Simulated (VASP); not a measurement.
# BaTe in VASP: a series of runs

Aim: see how the results for BaTe move with the level of theory and the settings. Levels: HSE06, PBE, r2SCAN. Tasks: single point.

Everything below comes from runs of VASP 6.6.1. Logs are shortened: lines on timing, memory, paths and dates and some standing lists are left out, and cuts for length are marked.

**1. The cell of the first run**

The typed cell holds 4 atoms: a = 5.970 Å, b = 5.970 Å, c = 7.002 Å, α = 90.00°, β = 90.00°, γ = 120.00°.

**2. Single point, HSE06**

File POSCAR:

```
BaTe
1.0
    5.9702102791      0.0000000000      0.0000000000
   -2.9851051396      5.1703537676      0.0000000000
    0.0000000000      0.0000000000      7.0024277399
Ba Te
2 2
Direct
    0.6666666667      0.3333333333      0.0625865676
    0.3333333333      0.6666666667      0.5625865676
    0.6666666667      0.3333333333      0.5626134324
    0.3333333333      0.6666666667      0.0626134324
```

File INCAR.step1:

```
SYSTEM = BaTe
ALGO     = Normal         ! electronic algorithm
EDIFF    = 1E-5           ! SCF threshold, eV
ENCUT    = 520            ! plane-wave cutoff, eV
GGA      = PE             ! functional
ISIF     = 2              ! what is computed and relaxed
ISMEAR   = 0              ! smearing method
KPAR     = 2            
LASPH    = .True.         ! aspherical terms in the spheres
LREAL    = .False.        ! projectors in reciprocal space
LWAVE    = .True.         ! write WAVECAR
NBANDS   = 24             ! bands
NELM     = 80             ! most SCF steps
PREC     = Accurate       ! precision mode
SIGMA    = 0.05           ! smearing width, eV
```

File INCAR.step2:

```
SYSTEM = BaTe
ALGO     = Normal         ! electronic algorithm
EDIFF    = 1E-6           ! SCF threshold, eV
ENCUT    = 520            ! plane-wave cutoff, eV
GGA      = PE             ! functional
HFSCREEN = 0.2079         ! screening, 1/A
ISIF     = 2              ! what is computed and relaxed
ISMEAR   = 0              ! smearing method
ISTART   = 1            
KPAR     = 2            
LASPH    = .True.         ! aspherical terms in the spheres
LCHARG   = .True.         ! write CHGCAR
LHFCALC  = .True.         ! exact exchange
LREAL    = .False.        ! projectors in reciprocal space
LVHAR    = .True.       
LWAVE    = .False.        ! write WAVECAR
NBANDS   = 24             ! bands
NELM     = 80             ! most SCF steps
PREC     = Accurate       ! precision mode
PRECFOCK = Normal       
SIGMA    = 0.05           ! smearing width, eV
```

File KPOINTS:

```
k-points
0
Gamma
  4 4 4
  0 0 0
```

Potentials or basis: VASP PAW PBE potentials, release 64 (Ba_sv, Te).

The run is started by

```bash
$ cat potpaw_PBE.64/Ba_sv/POTCAR potpaw_PBE.64/Te/POTCAR > POTCAR
$ cp INCAR.step1 INCAR
$ mpirun -np 2 vasp_std > vasp.out
$ cp INCAR.step2 INCAR
$ mpirun -np 2 vasp_std > vasp.out
```

OUTCAR:

```text
SYSTEM = BaTe
   EDIFF = 1E-6
   ENCUT = 520
   GGA = PE
   HFSCREEN = 0.2079
   ISIF = 2
   ISMEAR = 0
   ISTART = 1
   LASPH = .True.
   LHFCALC = .True.
   LREAL = .False.
   NELM = 80
   PREC = Accurate
   PRECFOCK = Normal

 ion  position               nearest neighbor table
   1  0.667  0.333  0.063-   4 3.45   4 3.45   4 3.45   3 3.50   3 3.50
   2  0.333  0.667  0.563-   3 3.45   3 3.45   3 3.45   4 3.50   4 3.50
   3  0.667  0.333  0.563-   2 3.45   2 3.45   2 3.45   1 3.50   1 3.50
   4  0.333  0.667  0.063-   1 3.45   1 3.45   1 3.45   2 3.50   2 3.50

  LATTYP: Found a hexagonal cell.
 ALAT       =     5.9702102791
 C/A-ratio  =     1.1728946574

  Lattice vectors:

 A1 = (   5.9702102791,   0.0000000000,   0.0000000000)
 A2 = (  -2.9851051396,   5.1703537676,   0.0000000000)
 A3 = (   0.0000000000,   0.0000000000,   7.0024277399)

Analysis of symmetry for initial positions (statically):
=====================================================================
 Subroutine PRICEL returns:
 Original cell was already a primitive cell.

 Routine SETGRP: Setting up the symmetry group for a
 hexagonal supercell.

 Subroutine GETGRP returns: Found 12 space group operations
 (whereof  6 operations were pure point group operations)
 out of a pool of 24 trial point group operations.

The static configuration has the point symmetry C_3v.
 The point group associated with its full space group is C_6v.

Analysis of symmetry for dynamics (positions and initial velocities):
=====================================================================
 Subroutine PRICEL returns:
 Original cell was already a primitive cell.

 Routine SETGRP: Setting up the symmetry group for a
 hexagonal supercell.

 Subroutine GETGRP returns: Found 12 space group operations
 (whereof  6 operations were pure point group operations)
 out of a pool of 24 trial point group operations.

The dynamic configuration has the point symmetry C_3v.
 The point group associated with its full space group is C_6v.

 Subroutine INISYM returns: Found 12 space group operations
 (whereof  6 operations are pure point group operations),
 and found     1 'primitive' translations

----------------------------------------------------------------------------------------

                                     Primitive cell

  volume of cell :     216.1516

  direct lattice vectors                    reciprocal lattice vectors
     5.970210279  0.000000000  0.000000000     0.167498288  0.096705182  0.000000000
    -2.985105140  5.170353768  0.000000000     0.000000000  0.193410363  0.000000000
     0.000000000  0.000000000  7.002427740     0.000000000  0.000000000  0.142807614

  length of vectors
     5.970210279  5.970210279  7.002427740     0.193410363  0.193410363  0.142807614

  position of ions in fractional coordinates (direct lattice)
     0.666666667  0.333333333  0.062586568
     0.333333333  0.666666667  0.562586568
     0.666666667  0.333333333  0.562613432
     0.333333333  0.666666667  0.062613432

  ion indices of the primitive-cell ions
   primitive index   ion index
                 1           1
                 2           2
                 3           3
                 4           4

----------------------------------------------------------------------------------------

 KPOINTS: k-points

Automatic generation of k-mesh.
 Grid dimensions read from file:
 generate k-points for:    4    4    4

 Generating k-lattice:

  Cartesian coordinates                     Fractional coordinates (reciprocal lattice)
     0.041874572  0.024176295  0.000000000     0.250000000  0.000000000  0.000000000
     0.000000000  0.048352591  0.000000000     0.000000000  0.250000000  0.000000000
     0.000000000  0.000000000  0.035701904     0.000000000  0.000000000  0.250000000

  Length of vectors
     0.048352591  0.048352591  0.035701904

  Shift w.r.t. Gamma in fractional coordinates (k-lattice)
     0.000000000  0.000000000  0.000000000

 Subroutine IBZKPT returns following result:
 ===========================================

 Found     12 irreducible k-points:

 Following reciprocal coordinates:
            Coordinates               Weight
  0.000000  0.000000  0.000000      1.000000
  0.250000  0.000000  0.000000      6.000000
  0.500000  0.000000  0.000000      3.000000
  0.250000  0.250000  0.000000      6.000000
  0.000000  0.000000  0.250000      2.000000
  0.250000  0.000000  0.250000     12.000000
  0.500000  0.000000  0.250000      6.000000
  0.250000  0.250000  0.250000     12.000000
  0.000000  0.000000  0.500000      1.000000
  0.250000  0.000000  0.500000      6.000000
  0.500000  0.000000  0.500000      3.000000
  0.250000  0.250000  0.500000      6.000000
   k-points           NKPTS =     12   k-points in BZ     NKDIM =     64   number of bands    NBANDS=     24
   number of dos      NEDOS =    301   number of ions     NIONS =      4
   total plane-waves  NPLWV = 124416
   dimension x,y,z NGX =    48 NGY =   48 NGZ =   54
   dimension x,y,z NGXF=    96 NGYF=   96 NGZF=  108
   ions per type =               2   2
   NGX,Y,Z   is equivalent  to a cutoff of  13.37, 13.37, 12.82 a.u.
   NGXF,Y,Z  is equivalent  to a cutoff of  26.73, 26.73, 25.64 a.u.
 SYSTEM =  BaTe
   PREC   = accura    normal or accurate (medium, high low for compatibility)
   ISTART =      1    job   : 0-new  1-cont  2-samecut
   ICHARG =      0    charge: 1-file 2-atom 10-const
   ISPIN  =      1    spin polarized calculation?
   LNONCOLLINEAR =      F non collinear calculations
   LSORBIT =      F    spin-orbit coupling
   LASPH  =      T    aspherical Exc in radial PAW
   ENCUT  =  520.0 eV  38.22 Ry    6.18 a.u.  11.10 11.10 13.02*2*pi/ulx,y,z
   NELM   =     80;   NELMIN=  2; NELMDL=  0     # of ELM steps
   EDIFF  = 0.1E-05   stopping-criterion for ELM
   LREAL  =      F    real-space projection
   EDIFFG = 0.1E-04   stopping-criterion for IOM
   NSW    =      0    number of steps for IOM
   IBRION =     -1    ionic relax: 0-MD 1-quasi-New 2-CG
   NFREE  =      0    steps in history (QN), initial steepest desc. (CG)
   ISIF   =      2    stress and relaxation
   ISYM   =      3    0-nonsym 1-usesym 2-fastsym
   POTIM  = 0.5000    time-step for ionic-motion
   TEBEG  =    0.0;   TEEND  =   0.0 temperature during run
   PSTRESS=    0.0 pullay stress
   NELECT =      32.0000    total number of electrons
   NUPDOWN=      -1.0000    fix difference up-down
   EMIN   =  10.00;   EMAX   =-10.00  energy-range for DOS
   EFERMI =   0.00;   METHOD = LEGACY
   ISMEAR =     0;   SIGMA  =   0.05  broadening in eV -4-tet -1-fermi 0-gaus
   EFERMI_NEDOS =   21; number of points for ismear=-14 and -15
   IALGO  =     38    algorithm
   IMIX   =      1    mixing-type and parameters
     AMIX     =   0.40;   BMIX     =  1.00
     AMIX_MAG =   1.60;   BMIX_MAG =  1.00
  volume/ion in A,a.u.               =      54.04       364.67
  Fermi-wavevector in a.u.,A,eV,Ry     =   0.866041  1.636581 10.204746  0.750028
  Thomas-Fermi vector in A             =   1.984373
   LORBIT       =      0    0 simple, 1 ext, 2 COOP (PROOUT), +10 PAW based schemes
   GGA     = PE    functional components
   LHFCALC =     T    Hartree Fock is set to
   PRECFOCK=normal    Normal, Fast or Accurate (Low or Medium for compatibility)
   ENCUT4O =  -1.0   cutoff for four orbital integrals eV
   NKREDX  =     1    reduce k-point grid by
   NKREDY  =     1    reduce k-point grid by
   NKREDZ  =     1    reduce k-point grid by
   AEXX    =    0.2500 exact exchange contribution
   HFSCREEN=    0.2079 screening length (either q_TF or 0.3 A-1)
   HFSCREENC=   0.2079 screening length for correlation (either q_TF or 0.3 A-1)
   ENCUTFOCK=  -1.0 apply spherical cutoff to Coloumb kernel
   IVDW    =     0    specifies the selected vdW correction
   LEPSILON=     F    determine dielectric tensor
   LRPA    =     F    only Hartree local field effects (RPA)
 non-spin polarized calculation
 Gauss-broadening in eV      SIGMA  =   0.05
  energy-cutoff  :      520.00
  volume of cell :      216.15
 maximum number of plane-waves:      5870
 NGX is ok and might be reduce to    48
  NGX = 36; NGY = 36; NGZ = 40

 number of electron      32.0000000 magnetization

 Free energy of the ion-electron system (eV)
  ---------------------------------------------------
  ext. energy  EPLUGINS =         0.00000000
  ---------------------------------------------------
  free energy    TOTEN  =       -19.09702419 eV

  energy without entropy =      -19.09702419  energy(sigma->0) =      -19.09702419

 E-fermi :   0.8034     XC(G=0):  -5.9824

 val. band max:        0.5114113107   @ k =   0.0000   0.0000   0.0000
 cond. band min:       3.2893074249   @ k =   0.2500   0.2500   0.0000
 fundamental gap:      2.7778961142
 Fermi energy:         0.8033873206

 k-point     1 :       0.0000    0.0000    0.0000
  band No.  band energies     occupation
      1     -28.6558      2.00000
      2     -28.6392      2.00000
      3     -12.9192      2.00000
      4     -12.8595      2.00000
      5     -12.8595      2.00000
      6     -12.7850      2.00000
[... 16 lines left out ...]
     23       5.9969      0.00000
     24       6.7988      0.00000

 k-point     2 :       0.2500    0.0000    0.0000
  band No.  band energies     occupation
      1     -28.6531      2.00000
      2     -28.6408      2.00000
      3     -12.9226      2.00000
      4     -12.8933      2.00000
      5     -12.8731      2.00000
      6     -12.8640      2.00000
[... 16 lines left out ...]
     23       5.9791      0.00000
     24       6.2271      0.00000

 k-point     3 :       0.5000    0.0000    0.0000
  band No.  band energies     occupation
      1     -28.6491      2.00000
      2     -28.6436      2.00000
      3     -12.9822      2.00000
      4     -12.9374      2.00000
      5     -12.8859      2.00000
      6     -12.8525      2.00000
[... 16 lines left out ...]
     23       6.0379      0.00000
     24       6.3298      0.00000

 k-point     4 :       0.2500    0.2500    0.0000
  band No.  band energies     occupation
      1     -28.6491      2.00000
      2     -28.6436      2.00000
      3     -12.9660      2.00000
      4     -12.9411      2.00000
      5     -12.8950      2.00000
      6     -12.8526      2.00000
[... 16 lines left out ...]
     23       5.8561      0.00000
     24       6.1268      0.00000

 k-point     5 :       0.0000    0.0000    0.2500
  band No.  band energies     occupation
      1     -28.6534      2.00000
      2     -28.6417      2.00000
      3     -12.9274      2.00000
      4     -12.8482      2.00000
      5     -12.8482      2.00000
      6     -12.7979      2.00000
[... 127 lines left out ...]
 k-point    10 :       0.2500    0.0000    0.5000
  band No.  band energies     occupation
      1     -28.6469      2.00000
      2     -28.6469      2.00000
      3     -13.0125      2.00000
      4     -13.0125      2.00000
      5     -12.8291      2.00000
      6     -12.8291      2.00000
[... 16 lines left out ...]
     23       6.0494      0.00000
     24       6.0494      0.00000

 k-point    11 :       0.5000    0.0000    0.5000
  band No.  band energies     occupation
      1     -28.6464      2.00000
      2     -28.6464      2.00000
      3     -13.0897      2.00000
      4     -13.0897      2.00000
      5     -12.8367      2.00000
      6     -12.8367      2.00000
[... 16 lines left out ...]
     23       5.9300      0.00000
     24       5.9300      0.00000

 k-point    12 :       0.2500    0.2500    0.5000
  band No.  band energies     occupation
      1     -28.6464      2.00000
      2     -28.6464      2.00000
      3     -13.0856      2.00000
      4     -13.0856      2.00000
      5     -12.8447      2.00000
      6     -12.8446      2.00000
[... 16 lines left out ...]
     23       6.2667      0.00000
     24       6.2667      0.00000

------------------------ aborting loop because EDIFF is reached ----------------------------------------

  FORCE on cell =-STRESS in cart. coord.  units (eV):
  Direction    XX          YY          ZZ          XY          YZ          ZX
  --------------------------------------------------------------------------------------
  -------------------------------------------------------------------------------------
  Total        0.0222237      0.0222237     -0.0275836     -0.0000000      0.0000000      0.0000000
  in kB        0.1647286      0.1647286     -0.2044575     -0.0000000      0.0000000      0.0000000
  external PRESSURE =       0.0416666 kB  Pullay stress =       0.0000000 kB

 VOLUME and BASIS-vectors are now :
 -----------------------------------------------------------------------------
  energy-cutoff  :      520.00
  volume of cell :      216.15
      direct lattice vectors                 reciprocal lattice vectors
     5.970210279  0.000000000  0.000000000     0.167498288  0.096705182  0.000000000
    -2.985105140  5.170353768  0.000000000     0.000000000  0.193410363  0.000000000
     0.000000000  0.000000000  7.002427740     0.000000000  0.000000000  0.142807614

 POSITION                                       TOTAL-FORCE (eV/Angst)
 -----------------------------------------------------------------------------------
      2.98511      1.72345      0.43826        -0.000000      0.000000      0.000452
     -0.00000      3.44690      3.93947         0.000000     -0.000000      0.000452
      2.98511      1.72345      3.93966        -0.000000      0.000000     -0.000452
     -0.00000      3.44690      0.43845         0.000000      0.000000     -0.000452
 -----------------------------------------------------------------------------------
    total drift:                               -0.000002     -0.000001      0.000113

  FREE ENERGIE OF THE ION-ELECTRON SYSTEM (eV)
  ---------------------------------------------------
  free  energy   TOTEN  =       -19.0970241920 eV

  energy  without entropy=      -19.0970241920  energy(sigma->0) =      -19.09702419
```

Wall time 72 min (2 MPI ranks of Intel Xeon Platinum 8259CL at 2.50GHz (Skylake/Cascade Lake), shared host); peak memory 0.54 GiB.

Results:

* Free energy: -19.0970 eV
* Pressure: 0.0 GPa
* Band gap on the k mesh: 2.78 eV (least direct gap 2.99 eV)

Levels at points of the mesh, in eV from the valence-band top:
```csv
k point,band 12,band 13,band 14,band 15,band 16,band 17,band 18,band 19,band 20,band 21
"(0.00, 0.00, 0.00)",-1.14,-1.05,-0.97,-0.97,0.00,2.99,3.58,3.58,4.46,5.15
"(0.50, 0.00, 0.00)",-1.07,-0.92,-0.83,-0.56,-0.41,3.12,3.50,3.68,4.70,4.74
"(0.00, 0.00, 0.50)",-1.52,-1.15,-1.15,-1.15,-1.15,3.87,3.87,5.15,5.15,5.15
"(0.50, 0.00, 0.50)",-1.90,-0.96,-0.96,-0.79,-0.79,3.86,3.86,4.76,4.76,5.35
```

Caveat: the PAW data sets were made with another functional, which shifts forces and pressure a little; spin-orbit coupling is left out, which moves the levels of the heavy elements. A k mesh can miss the band edges.

**3. Single point, PBE (atom 4 (Te) moved 0.12 Å along z)**

File INCAR:

```
PREC = Accurate ; ENCUT = 520
EDIFF = 1E-6 ; ISMEAR = 0
SIGMA = 0.05 ; LREAL = False
LASPH = True ; NELM = 60
ALGO = Normal ; ISIF = 2
LWAVE = False ; LCHARG = True
GGA = PE ; LELF = True
LVHAR = True ; NBANDS = 24
```

File KPOINTS:

```
Automatic mesh
0
Gamma
  8 8 4
```

POSCAR: that of step 2 with these lines changed.

```diff
@@ -11,2 +11,2 @@
     0.6666666667      0.3333333333      0.5626134324
-    0.3333333333      0.6666666667      0.0626134324
+    0.3333333333      0.6666666667      0.0797503461
```

Potentials or basis: VASP PAW PBE potentials, release 64 (Ba_sv, Te).

The run is started by

```bash
$ cat potpaw_PBE.64/Ba_sv/POTCAR potpaw_PBE.64/Te/POTCAR > POTCAR
$ mpirun -np 1 vasp_std > vasp.out
```

It took 5.5 min on 1 thread of Oxide Virtual Turin-like, shared host; peak memory 0.41 GiB.

Results (log left out):

| Quantity | Value |
| --- | --- |
| Free energy | -16.7569 eV |
| Pressure | 0.3 GPa |
| Largest force | 0.340 eV/Å |
| Band gap on the k mesh | 1.94 eV (least direct gap 2.24 eV) |

Forces on the atoms (eV/Å):
```
Ba   0.000  0.000  0.035
Ba   0.000  0.000  0.240
Te   0.000  0.000  0.066
Te   0.000  0.000 -0.340
```

Stress tensor (GPa, compression positive):
```
0.23 0.00 0.00
0.00 0.23 0.00
0.00 0.00 0.45
```

Levels at points of the mesh, in eV from the valence-band top:
```tsv
k point	band 12	band 13	band 14	band 15	band 16	band 17	band 18	band 19	band 20	band 21
(0.00, 0.00, 0.00)	-1.06	-0.93	-0.93	-0.93	0.00	2.32	2.74	2.74	3.61	4.36
(0.50, 0.00, 0.00)	-1.01	-0.84	-0.75	-0.52	-0.39	2.33	2.73	2.90	3.81	3.88
(0.00, 0.00, 0.50)	-1.41	-1.11	-1.11	-1.06	-1.06	3.13	3.17	4.18	4.18	4.19
(0.50, 0.00, 0.50)	-1.76	-0.91	-0.91	-0.79	-0.70	3.09	3.11	3.83	3.86	4.40
```

Caveat: the cell differs from its parent crystal (atom 4 (Te) moved 0.12 Å along z); spin-orbit coupling is left out, which moves the levels of the heavy elements. A k mesh can miss the band edges.

**4. Single point, r2SCAN**

POSCAR: that of step 3 with these lines changed.

```diff
@@ -11,2 +11,2 @@
     0.6666666667      0.3333333333      0.5626134324
-    0.3333333333      0.6666666667      0.0797503461
+    0.3333333333      0.6666666667      0.0626134324
```

File INCAR.step1:

```
SYSTEM = BaTe
PREC = Accurate ; ENCUT = 520
ISMEAR = 0 ; SIGMA = 0.05
LREAL = .FALSE. ; LASPH = .TRUE.
NELM = 80 ; NBANDS = 24
GGA = PE ; ALGO = Normal
EDIFF = 1E-4 ; LWAVE = .TRUE.
LCHARG = .FALSE.
```

File INCAR.step2:

```
SYSTEM = BaTe
PREC = Accurate ; ENCUT = 520
EDIFF = 1E-6 ; ISMEAR = 0
SIGMA = 0.05 ; LREAL = .FALSE.
LASPH = .TRUE. ; NELM = 80
ALGO = Normal ; ISIF = 2
LWAVE = .FALSE. ; LCHARG = .FALSE.
METAGGA = R2SCAN ; LMIXTAU = .TRUE.
NBANDS = 24 ; ISTART = 1
```

File KPOINTS:

```
Automatic mesh
0
G
  8 8 4
  0 0 0
```

The run is started by

```bash
$ cat potpaw_PBE.64/Ba_sv/POTCAR potpaw_PBE.64/Te/POTCAR > POTCAR
$ cp INCAR.step1 INCAR
$ mpirun -np 1 vasp_std > vasp.out
$ cp INCAR.step2 INCAR
$ mpirun -np 1 vasp_std > vasp.out
```

It took 17 min on 1 thread of Oxide Virtual Turin-like, shared host; peak memory 0.44 GiB.

The run converged. Its results:

```yaml
Free_energy: -111.4415 eV
Pressure: 0.2 GPa
Band_gap_on_the_k_mesh: 2.28 eV (least direct gap 2.58 eV)
```

Stress tensor (GPa, compression positive):
```
0.20 0.00 0.00
0.00 0.20 0.00
0.00 0.00 0.31
```

Levels at points of the mesh, in eV from the valence-band top:
```tsv
k point	band 12	band 13	band 14	band 15	band 16	band 17	band 18	band 19	band 20	band 21
(0.00, 0.00, 0.00)	-1.06	-0.96	-0.93	-0.93	0.00	2.69	3.18	3.18	4.12	4.88
(0.50, 0.00, 0.00)	-0.99	-0.85	-0.76	-0.52	-0.39	2.72	3.07	3.25	4.25	4.40
(0.00, 0.00, 0.50)	-1.41	-1.08	-1.08	-1.08	-1.08	3.52	3.52	4.69	4.69	4.69
(0.50, 0.00, 0.50)	-1.76	-0.91	-0.91	-0.74	-0.74	3.43	3.43	4.30	4.30	4.91
```

Caveat: the PAW data sets were made with another functional, which shifts forces and pressure a little; spin-orbit coupling is left out, which moves the levels of the heavy elements. A k mesh can miss the band edges.

(Part 1 of 2 ends here.)
